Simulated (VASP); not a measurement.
Set up this calculation in VASP 6.6.1, as the native input.

```yaml
Task: single point
Functional: r2SCAN
Potentials_or_basis: VASP PAW PBE potentials, release 64 (Cd_sv_GW)
Cutoff: 700 eV
k_mesh: 6 × 6 × 3
Occupations: fermi-dirac, width 0.0798 eV
Spin: no spin polarisation
Dipole_correction: no
Further_INCAR_settings: ALGO = Normal; EDIFF = 1e-06; NBANDS = 27
```

Crystal: Cd.

```
Cd
1.0
     1.87939    3.24250    0.01104
    -1.89745    3.25293    0.00994
     0.00179    0.01967    6.11357
Cd
2
Direct
  0.38527 0.12658 0.18052
  0.62515 0.72341 0.83992
```

The input as run:

POSCAR

```
Cd
1.0
    1.8793913100      3.2425025800      0.0110442900
   -1.8974518700      3.2529296500      0.0099419800
    0.0017901200      0.0196731800      6.1135686100
Cd
2
Direct
    0.3852680000      0.1265780000      0.1805230000
    0.6251530000      0.7234080000      0.8399160000
```

INCAR.step1

```
PREC     = Accurate       # precision mode
ENCUT    = 700            # plane-wave cutoff, eV
ISMEAR   = -1             # smearing method
SIGMA    = 0.0798         # smearing width, eV
LREAL    = False          # projectors in reciprocal space
LASPH    = True           # aspherical terms in the spheres
NELM     = 120            # most SCF steps
NBANDS   = 27             # bands
GGA      = PE             # functional
ALGO     = Normal         # electronic algorithm
EDIFF    = 1E-5           # SCF threshold, eV
LWAVE    = True           # write WAVECAR
LCHARG   = False          # write CHGCAR
GGA_COMPAT= False
```

INCAR.step2

```
PREC     = Accurate       # precision mode
ENCUT    = 700            # plane-wave cutoff, eV
EDIFF    = 1E-6           # SCF threshold, eV
ISMEAR   = -1             # smearing method
SIGMA    = 0.0798         # smearing width, eV
LREAL    = False          # projectors in reciprocal space
LASPH    = True           # aspherical terms in the spheres
NELM     = 120            # most SCF steps
ALGO     = Normal         # electronic algorithm
ISIF     = 2              # what is computed and relaxed
LWAVE    = False          # write WAVECAR
LCHARG   = False          # write CHGCAR
METAGGA  = R2SCAN         # meta-GGA
LMIXTAU  = True         
NBANDS   = 27             # bands
ISTART   = 1            
GGA_COMPAT= False
```

KPOINTS

```
Automatic mesh
0
Gamma
  6 6 3
```

Potentials or basis: VASP PAW PBE potentials, release 64 (Cd_sv_GW).

The run is started by

```sh
$ cat potpaw_PBE.64/Cd_sv_GW/POTCAR > POTCAR
$ cp INCAR.step1 INCAR
$ mpirun -np 1 vasp_std > vasp.out
$ cp INCAR.step2 INCAR
$ mpirun -np 1 vasp_std > vasp.out
```

Results of the run:

```
Pressure               : 1.3 GPa
Largest force          : 2.335 eV/Å
Band gap on the k mesh : zero (bands 20 and 21 overlap by 0.07 eV)
```

Caveat: the stress differs along the axes, from -3 to 6 GPa; the PAW data sets were made with another functional, which shifts forces and pressure a little.

Wall time 7.2 min on 1 thread of Intel(R) Xeon(R) Platinum 8375C CPU @ 2.90GHz (Ice Lake), on a shared host, peak memory 0.35 GiB.
